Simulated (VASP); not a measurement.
Input of a VASP 6.6.1 run:

Contents of INCAR:

```
SYSTEM = Co
  PREC = Accurate
  ENCUT = 520
  EDIFF = 1E-6
  ISMEAR = -1
  SIGMA = 0.05
  LREAL = .FALSE.
  LASPH = .TRUE.
  NELM = 150
  ALGO = Normal
  ISIF = 2
  LWAVE = .FALSE.
  LCHARG = .TRUE.
  ISPIN = 2
  MAGMOM = 1.88
  LORBIT = 11
  LMAXMIX = 4
  GGA = RP
  LELF = .TRUE.
  LVHAR = .TRUE.
  NBANDS = 14
```

Contents of KPOINTS:

```
Automatic mesh
0
G
  17 17 17
  0 0 0
```

The input POSCAR:

```
Co
1.0
   -1.4199024560      1.4199024560      1.4199024560
    1.4199024560     -1.4199024560      1.4199024560
    1.4199024560      1.4199024560     -1.4199024560
Co
1
Direct
    0.0000000000      0.0000000000      0.0000000000
```

Potentials or basis: VASP PAW PBE potentials, release 64 (Co).

Command:

```console
$ cat potpaw_PBE.64/Co/POTCAR > POTCAR
$ mpirun -np 1 vasp_std > vasp.out
```

(1) Estimate the net moment.

(2) Estimate the site moments.

(3) Estimate the pressure.

Results:

(1) 1.76 μB per cell.

(2) Co +1.79 μB.

(3) -1.1 GPa.

Caveat: the PAW data sets were made with another functional, which shifts forces and pressure a little.
